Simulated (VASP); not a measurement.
# Ti3C2 (P6_3/mmc) in VASP: a series of runs

Ti3C2 is run at these levels: r2SCAN; tasks: single point.

All numbers are computed with VASP 6.6.1; they aren't measurements. Logs are shortened: lines on timing, memory, paths and dates and some standing lists are left out, and cuts for length are marked.

## Step 1: The cell of the first run

The structure is hexagonal, space group P6_3/mmc (No. 194). Conventional cell: a = 3.003 Å, b = 3.003 Å, c = 15.189 Å, α = 90.00°, β = 90.00°, γ = 120.00°. Within 2.7 Å of Ti (site symmetry 3m) lie 3 C at 2.04 Å. Within 3.1 Å of Ti (site symmetry -3m) lie 6 C at 2.17 Å and 12 Ti at 2.95 to 3.00 Å. Within 2.7 Å of C (site symmetry 3m) lie 6 Ti at 2.04 to 2.17 Å.

## Step 2: Single point, r2SCAN (biaxial strain in the a-b plane: -2.0 %, then relaxed in part)

The input, POSCAR:

```
Ti3C2
1.0
    3.0027663525      0.0000000000      0.0000000000
   -1.5013831763      2.6004719429      0.0000000000
    0.0000000000      0.0000000000     15.1888083257
Ti C
6 4
Direct
    0.3333333333      0.6666666667      0.8426986737
    0.6666666667      0.3333333333      0.3426986737
    0.6666666667      0.3333333333      0.1573013263
    0.3333333333      0.6666666667      0.6573013263
    0.0000000000      0.0000000000      0.0000000000
    0.0000000000      0.0000000000      0.5000000000
    0.6666666667      0.3333333333      0.9140796319
    0.3333333333      0.6666666667      0.4140796319
    0.6666666667      0.3333333333      0.5859203681
    0.3333333333      0.6666666667      0.0859203681
```

The input, INCAR.step1:

```
PREC     = Accurate       # precision mode
ENCUT    = 520            # plane-wave cutoff, eV
ISMEAR   = 0              # smearing method
SIGMA    = 0.1            # smearing width, eV
LREAL    = F              # projectors in reciprocal space
LASPH    = T              # aspherical terms in the spheres
NELM     = 80             # most SCF steps
NBANDS   = 55             # bands
GGA      = PE             # functional
ALGO     = Normal         # electronic algorithm
EDIFF    = 1E-4           # SCF threshold, eV
LWAVE    = T              # write WAVECAR
LCHARG   = F              # write CHGCAR
```

The input, INCAR.step2:

```
PREC     = Accurate       # precision mode
ENCUT    = 520            # plane-wave cutoff, eV
EDIFF    = 1E-6           # SCF threshold, eV
ISMEAR   = 0              # smearing method
SIGMA    = 0.1            # smearing width, eV
LREAL    = F              # projectors in reciprocal space
LASPH    = T              # aspherical terms in the spheres
NELM     = 80             # most SCF steps
ALGO     = Normal         # electronic algorithm
ISIF     = 2              # what is computed and relaxed
LWAVE    = F              # write WAVECAR
LCHARG   = T              # write CHGCAR
METAGGA  = R2SCAN         # meta-GGA
LMIXTAU  = T            
LELF     = T              # ELF
LVHAR    = T            
NBANDS   = 55             # bands
ISTART   = 1
```

The input, KPOINTS:

```
regular mesh
0
Gamma
  12 12 4
```

Potentials or basis: VASP PAW PBE potentials, release 64 (Ti_sv, C).

Command:

```bash
cat potpaw_PBE.64/Ti_sv/POTCAR potpaw_PBE.64/C/POTCAR > POTCAR
cp INCAR.step1 INCAR
mpirun -np 1 vasp_std > vasp.out
cp INCAR.step2 INCAR
mpirun -np 1 vasp_std > vasp.out
```

OUTCAR:

```text
PREC = Accurate
   ENCUT = 520
   EDIFF = 1E-6
   ISMEAR = 0
   LREAL = F
   LASPH = T
   NELM = 80
   ISIF = 2
   METAGGA = R2SCAN
   ISTART = 1

 ion  position               nearest neighbor table
   1  0.333  0.667  0.843-   7 2.04   7 2.04   7 2.04   4 2.82
   2  0.667  0.333  0.343-   8 2.04   8 2.04   8 2.04   3 2.82
   3  0.667  0.333  0.157-  10 2.04  10 2.04  10 2.04   2 2.82
   4  0.333  0.667  0.657-   9 2.04   9 2.04   9 2.04   1 2.82
   5  0.000  0.000  0.000-   7 2.17  10 2.17   7 2.17  10 2.17   7 2.17  10 2.17
   6  0.000  0.000  0.500-   8 2.17   9 2.17   9 2.17   8 2.17   9 2.17   8 2.17
   7  0.667  0.333  0.914-   1 2.04   1 2.04   1 2.04   5 2.17   5 2.17   5 2.17
   8  0.333  0.667  0.414-   2 2.04   2 2.04   2 2.04   6 2.17   6 2.17   6 2.17
   9  0.667  0.333  0.586-   4 2.04   4 2.04   4 2.04   6 2.17   6 2.17   6 2.17
  10  0.333  0.667  0.086-   3 2.04   3 2.04   3 2.04   5 2.17   5 2.17   5 2.17

  LATTYP: Found a hexagonal cell.
 ALAT       =     3.0027663525
 C/A-ratio  =     5.0582717876

  Lattice vectors:

 A1 = (   3.0027663525,   0.0000000000,   0.0000000000)
 A2 = (  -1.5013831763,   2.6004719429,   0.0000000000)
 A3 = (   0.0000000000,   0.0000000000,  15.1888083257)

Analysis of symmetry for initial positions (statically):
=====================================================================
 Subroutine PRICEL returns:
 Original cell was already a primitive cell.

 Routine SETGRP: Setting up the symmetry group for a
 hexagonal supercell.

 Subroutine GETGRP returns: Found 24 space group operations
 (whereof 12 operations were pure point group operations)
 out of a pool of 24 trial point group operations.

The static configuration has the point symmetry D_3d.
 The point group associated with its full space group is D_6h.

Analysis of symmetry for dynamics (positions and initial velocities):
=====================================================================
 Subroutine PRICEL returns:
 Original cell was already a primitive cell.

 Routine SETGRP: Setting up the symmetry group for a
 hexagonal supercell.

 Subroutine GETGRP returns: Found 24 space group operations
 (whereof 12 operations were pure point group operations)
 out of a pool of 24 trial point group operations.

The dynamic configuration has the point symmetry D_3d.
 The point group associated with its full space group is D_6h.

 Subroutine INISYM returns: Found 24 space group operations
 (whereof 12 operations are pure point group operations),
 and found     1 'primitive' translations

----------------------------------------------------------------------------------------

                                     Primitive cell

  volume of cell :     118.6035

  direct lattice vectors                    reciprocal lattice vectors
     3.002766353  0.000000000  0.000000000     0.333026244  0.192272792  0.000000000
    -1.501383176  2.600471943  0.000000000     0.000000000  0.384545583  0.000000000
     0.000000000  0.000000000 15.188808326     0.000000000  0.000000000  0.065837950

  length of vectors
     3.002766353  3.002766353 15.188808326     0.384545583  0.384545583  0.065837950

  position of ions in fractional coordinates (direct lattice)
     0.333333333  0.666666667  0.842698674
     0.666666667  0.333333333  0.342698674
     0.666666667  0.333333333  0.157301326
     0.333333333  0.666666667  0.657301326
     0.000000000  0.000000000  0.000000000
     0.000000000  0.000000000  0.500000000
     0.666666667  0.333333333  0.914079632
     0.333333333  0.666666667  0.414079632
     0.666666667  0.333333333  0.585920368
     0.333333333  0.666666667  0.085920368

  ion indices of the primitive-cell ions
   primitive index   ion index
                 1           1
                 2           2
                 3           3
                 4           4
                 5           5
                 6           6
                 7           7
                 8           8
                 9           9
                10          10

----------------------------------------------------------------------------------------

 KPOINTS: regular mesh

Automatic generation of k-mesh.
 Grid dimensions read from file:
 generate k-points for:   12   12    4

 Generating k-lattice:

  Cartesian coordinates                     Fractional coordinates (reciprocal lattice)
     0.027752187  0.016022733  0.000000000     0.083333333  0.000000000  0.000000000
     0.000000000  0.032045465  0.000000000     0.000000000  0.083333333  0.000000000
     0.000000000  0.000000000  0.016459487     0.000000000  0.000000000  0.250000000

  Length of vectors
     0.032045465  0.032045465  0.016459487

  Shift w.r.t. Gamma in fractional coordinates (k-lattice)
     0.000000000  0.000000000  0.000000000

 Subroutine IBZKPT returns following result:
 ===========================================

 Found     57 irreducible k-points:

 Following reciprocal coordinates:
            Coordinates               Weight
  0.000000  0.000000  0.000000      1.000000
  0.083333 -0.000000  0.000000      6.000000
  0.166667 -0.000000  0.000000      6.000000
  0.250000 -0.000000  0.000000      6.000000
  0.333333 -0.000000  0.000000      6.000000
  0.416667  0.000000  0.000000      6.000000
[... 16 lines left out ...]
  0.250000 -0.000000  0.250000     12.000000
  0.333333 -0.000000  0.250000     12.000000
 [... further k-points ...]
   k-points           NKPTS =     57   k-points in BZ     NKDIM =     57   number of bands    NBANDS=     55
   number of dos      NEDOS =    301   number of ions     NIONS =     10
   total plane-waves  NPLWV =  69120
   dimension x,y,z NGX =    24 NGY =   24 NGZ =  120
   dimension x,y,z NGXF=    48 NGYF=   48 NGZF=  240
   ions per type =               6   4
   NGX,Y,Z   is equivalent  to a cutoff of  13.29, 13.29, 13.13 a.u.
   NGXF,Y,Z  is equivalent  to a cutoff of  26.57, 26.57, 26.27 a.u.
 SYSTEM =  unknown system
   PREC   = accura    normal or accurate (medium, high low for compatibility)
   ISTART =      1    job   : 0-new  1-cont  2-samecut
   ICHARG =      0    charge: 1-file 2-atom 10-const
   ISPIN  =      1    spin polarized calculation?
   LNONCOLLINEAR =      F non collinear calculations
   LSORBIT =      F    spin-orbit coupling
   LASPH  =      T    aspherical Exc in radial PAW
   ENCUT  =  520.0 eV  38.22 Ry    6.18 a.u.   5.58  5.58 28.24*2*pi/ulx,y,z
   NELM   =     80;   NELMIN=  2; NELMDL=  0     # of ELM steps
   EDIFF  = 0.1E-05   stopping-criterion for ELM
   LREAL  =      F    real-space projection
   EDIFFG = 0.1E-04   stopping-criterion for IOM
   NSW    =      0    number of steps for IOM
   IBRION =     -1    ionic relax: 0-MD 1-quasi-New 2-CG
   NFREE  =      0    steps in history (QN), initial steepest desc. (CG)
   ISIF   =      2    stress and relaxation
   ISYM   =      2    0-nonsym 1-usesym 2-fastsym
   POTIM  = 0.5000    time-step for ionic-motion
   TEBEG  =    0.0;   TEEND  =   0.0 temperature during run
   PSTRESS=    0.0 pullay stress
   NELECT =      88.0000    total number of electrons
   NUPDOWN=      -1.0000    fix difference up-down
   EMIN   =  10.00;   EMAX   =-10.00  energy-range for DOS
   EFERMI =   0.00;   METHOD = LEGACY
   ISMEAR =     0;   SIGMA  =   0.10  broadening in eV -4-tet -1-fermi 0-gaus
   EFERMI_NEDOS =   21; number of points for ismear=-14 and -15
   IALGO  =     38    algorithm
   IMIX   =      4    mixing-type and parameters
     AMIX     =   0.40;   BMIX     =  1.00
     AMIX_MAG =   1.60;   BMIX_MAG =  1.00
  volume/ion in A,a.u.               =      11.86        80.04
  Fermi-wavevector in a.u.,A,eV,Ry     =   1.482074  2.800714 29.885790  2.196544
  Thomas-Fermi vector in A             =   2.595905
   LORBIT       =      0    0 simple, 1 ext, 2 COOP (PROOUT), +10 PAW based schemes
   METAGGA = R2SCAN    functional components
   LHFCALC =     F    Hartree Fock is set to
   AEXX    =    0.0000 exact exchange contribution
   IVDW    =     0    specifies the selected vdW correction
   LEPSILON=     F    determine dielectric tensor
   LRPA    =     F    only Hartree local field effects (RPA)
 non-spin polarized calculation
 Gauss-broadening in eV      SIGMA  =   0.10
  energy-cutoff  :      520.00
  volume of cell :      118.60
 maximum number of plane-waves:      3248
 NGX is ok and might be reduce to    24
   NGX = 11   NGY = 11   NGZ = 57

 number of electron      88.0000025 magnetization

 Free energy of the ion-electron system (eV)
  ---------------------------------------------------
  ext. energy  EPLUGINS =         0.00000000
  ---------------------------------------------------
  free energy    TOTEN  =      -125.48985223 eV

  energy without entropy =     -125.47786669  energy(sigma->0) =     -125.48385946

 E-fermi :   9.2786     XC(G=0): -12.9994

 val. band max:        9.2569894450   @ k =   0.1667   0.1667   0.5000
 cond. band min:       9.3122664008   @ k =   0.3333   0.1667   0.0000
 fundamental gap:      0.0552769558
 Fermi energy:         9.2785680408

 k-point     1 :       0.0000    0.0000    0.0000
  band No.  band energies     occupation
      1     -50.1224      2.00000
      2     -50.1128      2.00000
      3     -50.0941      2.00000
      4     -50.0826      2.00000
      5     -49.9295      2.00000
      6     -49.9276      2.00000
[... 47 lines left out ...]
     54      10.9138      0.00000
     55      11.1915      0.00000

 k-point     2 :       0.0833   -0.0000    0.0000
  band No.  band energies     occupation
      1     -50.1177      2.00000
      2     -50.1086      2.00000
      3     -50.0893      2.00000
      4     -50.0785      2.00000
      5     -49.9258      2.00000
      6     -49.9240      2.00000
[... 47 lines left out ...]
     54      10.8584      0.00000
     55      11.2363      0.00000

 k-point     3 :       0.1667   -0.0000    0.0000
  band No.  band energies     occupation
      1     -50.1045      2.00000
      2     -50.0970      2.00000
      3     -50.0761      2.00000
      4     -50.0671      2.00000
      5     -49.9157      2.00000
      6     -49.9142      2.00000
[... 1152 lines left out ...]
 k-point    23 :       0.2500   -0.0000    0.2500
  band No.  band energies     occupation
      1     -50.0858      2.00000
      2     -50.0820      2.00000
      3     -50.0569      2.00000
      4     -50.0523      2.00000
      5     -49.9018      2.00000
      6     -49.9011      2.00000
[... 47 lines left out ...]
     54      11.2150      0.00000
     55      11.2895      0.00000

 k-point    24 :       0.3333   -0.0000    0.2500
  band No.  band energies     occupation
      1     -50.0679      2.00000
      2     -50.0656      2.00000
      3     -50.0392      2.00000
      4     -50.0363      2.00000
      5     -49.8882      2.00000
      6     -49.8877      2.00000
[... 47 lines left out ...]
     54      11.6428      0.00000
     55      11.7684      0.00000

 [... further k-points ...]

------------------------ aborting loop because EDIFF is reached ----------------------------------------

  FORCE on cell =-STRESS in cart. coord.  units (eV):
  Direction    XX          YY          ZZ          XY          YZ          ZX
  --------------------------------------------------------------------------------------
  -------------------------------------------------------------------------------------
  Total        7.8846330      7.8846330      0.5941294     -0.0000000      0.0000000     -0.0000000
  in kB      106.5110457    106.5110457      8.0259085     -0.0000000      0.0000000     -0.0000000
  external PRESSURE =      73.6826666 kB  Pullay stress =       0.0000000 kB

 VOLUME and BASIS-vectors are now :
 -----------------------------------------------------------------------------
  energy-cutoff  :      520.00
  volume of cell :      118.60
      direct lattice vectors                 reciprocal lattice vectors
     3.002766353  0.000000000  0.000000000     0.333026244  0.192272792  0.000000000
    -1.501383176  2.600471943  0.000000000     0.000000000  0.384545583  0.000000000
     0.000000000  0.000000000 15.188808326     0.000000000  0.000000000  0.065837950

 POSITION                                       TOTAL-FORCE (eV/Angst)
 -----------------------------------------------------------------------------------
     -0.00000      1.73365     12.79959        -0.000000     -0.000000     -0.104985
      1.50138      0.86682      5.20518         0.000000      0.000000     -0.104985
      1.50138      0.86682      2.38922        -0.000000      0.000000      0.104985
     -0.00000      1.73365      9.98362         0.000000     -0.000000      0.104985
      0.00000      0.00000      0.00000        -0.000000      0.000000      0.000000
      0.00000      0.00000      7.59440        -0.000000      0.000000      0.000000
      1.50138      0.86682     13.88378         0.000000      0.000000      0.036805
     -0.00000      1.73365      6.28938        -0.000000     -0.000000      0.036805
      1.50138      0.86682      8.89943         0.000000      0.000000     -0.036805
     -0.00000      1.73365      1.30503        -0.000000     -0.000000     -0.036805
 -----------------------------------------------------------------------------------
    total drift:                               -0.000000      0.000000     -0.000000

  FREE ENERGIE OF THE ION-ELECTRON SYSTEM (eV)
  ---------------------------------------------------
  free  energy   TOTEN  =      -125.4898522334 eV

  energy  without entropy=     -125.4778666873  energy(sigma->0) =     -125.48385946
```

Wall time 25 min (1 thread of Intel Xeon Platinum 8488C (Sapphire Rapids), shared host); peak memory 0.44 GiB.

Results:

```
Free energy            : -125.4899 eV
Pressure               : 7.4 GPa
Largest force          : 0.105 eV/Å
Band gap on the k mesh : zero (bands 44 and 45 overlap by 0.65 eV)
```

Forces in eV/Å, atoms in the order of the input:
```
Ti   0.000  0.000 -0.105
Ti   0.000  0.000 -0.105
Ti   0.000  0.000  0.105
Ti   0.000  0.000  0.105
Ti   0.000  0.000  0.000
Ti   0.000  0.000  0.000
C    0.000  0.000  0.037
C    0.000  0.000  0.037
C    0.000  0.000 -0.037
C    0.000  0.000 -0.037
```

Stress tensor (GPa, compression positive):
```
10.65  0.00  0.00
 0.00 10.65  0.00
 0.00  0.00  0.80
```

Levels at points of the mesh, in eV from the Fermi level:
```
           k point  band 42  band 43  band 44  band 45  band 46  band 47
(0.00, 0.00, 0.00)    -1.98     0.04     0.32     0.51     0.51     0.64
(0.50, 0.00, 0.00)    -1.85    -1.48    -1.43     0.38     0.65     1.74
(0.00, 0.00, 0.50)    -2.03     0.17     0.17     0.57     0.57     0.57
(0.50, 0.00, 0.50)    -1.98    -1.45    -1.45     0.51     0.51     1.88
```

Caveat: the cell differs from its parent crystal (biaxial strain in the a-b plane: -2.0 %, then relaxed in part); the stress differs along the axes, from 1 to 11 GPa; the PAW data sets were made with another functional, which shifts forces and pressure a little.

## Step 3: Single point, r2SCAN

This run uses another cell than the first one, of 12.29 Å³/atom.

The input, POSCAR:

```
Ti3C2
1.0
   -3.0640472894      0.0000000000      0.0000000000
   -1.5320236447     -2.6535427910      0.0000000000
    0.0000000000      0.0000000000     15.1185180878
Ti C
6 4
Direct
    0.3333333333      0.3333333333      0.8441961019
    0.6666666667      0.6666666667      0.3441961019
    0.6666666667      0.6666666667      0.1558038981
    0.3333333333      0.3333333333      0.6558038981
    0.0000000000      0.0000000000      0.0000000000
    0.0000000000      0.0000000000      0.5000000000
    0.6666666667      0.6666666667      0.9141626280
    0.3333333333      0.3333333333      0.4141626280
    0.6666666667      0.6666666667      0.5858373720
    0.3333333333      0.3333333333      0.0858373720
```

The input, INCAR.step1:

```
SYSTEM = Ti3C2
ALGO = Normal ; EDIFF = 1E-4
ENCUT = 520 ; GGA = PE
ISMEAR = 0 ; LASPH = .TRUE.
LCHARG = .FALSE. ; LREAL = .FALSE.
LWAVE = .TRUE. ; NBANDS = 55
NELM = 60 ; PREC = Accurate
SIGMA = 0.15
```

The input, INCAR.step2:

```
SYSTEM = Ti3C2
ALGO = Normal ; EDIFF = 1E-7
ENCUT = 520 ; ISIF = 2
ISMEAR = 0 ; ISTART = 1
LASPH = .TRUE. ; LCHARG = .FALSE.
LMIXTAU = .TRUE. ; LREAL = .FALSE.
LWAVE = .FALSE. ; METAGGA = R2SCAN
NBANDS = 55 ; NELM = 60
PREC = Accurate ; SIGMA = 0.15
```

The input, KPOINTS:

```
k-points
0
G
  14 14 3
  0 0 0
```

Potentials or basis: VASP PAW PBE potentials, release 64 (Ti_sv, C).

Command:

```bash
cat potpaw_PBE.64/Ti_sv/POTCAR potpaw_PBE.64/C/POTCAR > POTCAR
cp INCAR.step1 INCAR
mpirun -np 1 vasp_std > vasp.out
cp INCAR.step2 INCAR
mpirun -np 1 vasp_std > vasp.out
```

Run time: 20 min. Hardware: 1 thread of Intel Xeon Platinum 8488C (Sapphire Rapids), shared host; peak memory 0.41 GiB.

Results (log left out):

```yaml
Free_energy: -125.6591 eV
Pressure: 0.8 GPa
Largest_force: 0.085 eV/Å
Band_gap_on_the_k_mesh: zero (bands 44 and 45 overlap by 0.67 eV)
```

Forces in eV/Å, atoms in the order of the input:
```
Ti   0.000  0.000 -0.085
Ti   0.000  0.000 -0.085
Ti   0.000  0.000  0.085
Ti   0.000  0.000  0.085
Ti   0.000  0.000  0.000
Ti   0.000  0.000  0.000
C    0.000  0.000  0.024
C    0.000  0.000  0.024
C    0.000  0.000 -0.024
C    0.000  0.000 -0.024
```

Levels at points of the mesh, in eV from the Fermi level:
```tsv
k point	band 41	band 42	band 43	band 44	band 45	band 46	band 47	band 48
(0.00, 0.00, 0.00)	-2.04	-1.85	0.31	0.45	0.45	0.58	0.58	0.58
(0.50, 0.00, 0.00)	-1.95	-1.71	-1.37	-1.34	0.37	0.63	1.89	2.06
```

Caveat: the PAW data sets were made with another functional, which shifts forces and pressure a little.

The gap in the log of VASP goes by the Fermi energy; the results here count the filled bands.